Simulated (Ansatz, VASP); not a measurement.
# W in VASP and in Ansatz

```xyz
1
Lattice="-1.5681 1.5681 1.5681 1.5681 -1.5681 1.5681 1.5681 1.5681 -1.5681" Properties=species:S:1:pos:R:3 pbc="T T T"
W     0.0000    0.0000    0.0000
```

Alike in both runs: functional LDA; k mesh 18 × 18 × 18; occupations gaussian, width 0.1 eV; no spin polarisation.

Ansatz relaxed the structure, and its values are those at the end. VASP's run is a single point on that final structure, the one shown.

|  | VASP | Ansatz |
| --- | --- | --- |
| version | VASP 6.6.1 | Ansatz 0.2.0 |
| potentials or method | VASP PAW LDA potentials, release 64 (W_sv), cutoff 500 eV | scalar-relativistic, plane waves, PAW |
| valence electrons in the cell | 14 | 14 |

Ansatz gave:

- gap on the k mesh at the Fermi level (eV): none
- pressure (GPa): 0.0

**Question.** What did VASP give for the same quantities?

**Answer.** gap on the k mesh at the Fermi level (eV): none; pressure (GPa): 1.9.

Ansatz warns that its potentials were made for another functional, while VASP's fit it. LDA's correlation is that of Perdew and Zunger in VASP and of Perdew and Wang (1992) in Ansatz. A gap of «none» marks a metal or a gap that the smearing closes.

Neither program's run includes spin-orbit coupling.
